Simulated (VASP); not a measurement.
The system is NaI.

```
Na I
1.0
     0.00000    3.22968    3.22968
     3.22968    0.00000    3.22968
     3.22968    3.22968    0.00000
Na I
1 1
Direct
  0.00000 0.00000 0.00000
  0.50000 0.50000 0.50000
```

Base run:

- Program: VASP 6.6.1
- Functional: r2SCAN
- Potentials or basis: VASP PAW PBE potentials, release 64 (Na_pv, I)
- Cutoff: 520 eV
- k mesh: 8 × 8 × 8
- Occupations: gaussian, width 0.01 eV
- Spin: no spin polarisation

Its results: band gap on the k mesh 4.46 eV, direct; pressure -0.1 GPa.

Problem. The run is repeated on the same cell with these changes: functional from r2SCAN to PBE; occupations from gaussian, width 0.01 eV to fermi-dirac, width 0.02 eV. What comes out?

Solution. Band gap on the k mesh 3.66 eV, direct; pressure 0.6 GPa.

Caveats: spin-orbit coupling is left out, which moves the levels of the heavy elements; the PAW data sets were made with another functional, which shifts forces and pressure a little (some runs).

